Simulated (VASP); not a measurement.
Write the native input for VASP 6.6.1 that does the following.

```
Task                   : single point
Functional             : PBE
Potentials or basis    : VASP PAW PBE potentials, release 64 (Ir)
Cutoff                 : 520 eV
k mesh                 : 18 × 18 × 10
Occupations            : gaussian, width 0.15 eV
Spin                   : no spin polarisation
Dipole correction      : no
Further INCAR settings : ALGO = Fast; EDIFF = 1e-06; NBANDS = 16
```

The structure of Ir lies in POSCAR:

```
Ir
1.0
    2.8028000000      0.0000000000      0.0000000000
   -1.4014000000      2.4272960017      0.0000000000
    0.0000000000      0.0000000000      4.6905000000
Ir
2
Direct
    0.6666666667      0.3333333333      0.7500000000
    0.3333333333      0.6666666667      0.2500000000
```

These files were run (other wordings do the same):

INCAR

```
ALGO     = Fast           # electronic algorithm
EDIFF    = 1E-6           # SCF threshold, eV
ENCUT    = 520            # plane-wave cutoff, eV
GGA      = PE             # functional
ISIF     = 2              # what is computed and relaxed
ISMEAR   = 0              # smearing method
LASPH    = T              # aspherical terms in the spheres
LCHARG   = T              # write CHGCAR
LELF     = T              # ELF
LREAL    = F              # projectors in reciprocal space
LVHAR    = T            
LWAVE    = F              # write WAVECAR
NBANDS   = 16             # bands
NELM     = 60             # most SCF steps
PREC     = Accurate       # precision mode
SIGMA    = 0.15           # smearing width, eV
```

KPOINTS

```
k-points
0
Gamma
  18 18 10
```

Potentials or basis: VASP PAW PBE potentials, release 64 (Ir).

Run with:

```bash
$ cat potpaw_PBE.64/Ir/POTCAR > POTCAR
$ mpirun -np 1 vasp_std > vasp.out
```

Results of the run:

```json
{
 "Pressure": "-24.2 GPa",
 "Band gap on the k mesh": "zero (band 9 reaches 9.43 eV, above the bottom of band 10 at 6.56 eV)"
}
```

Caveat: spin-orbit coupling is left out, which moves the levels of the heavy elements.

Run time: 44 s on 1 thread of Intel(R) Xeon(R) 6975P-C (Granite Rapids) (shared host), peak memory 0.23 GiB.
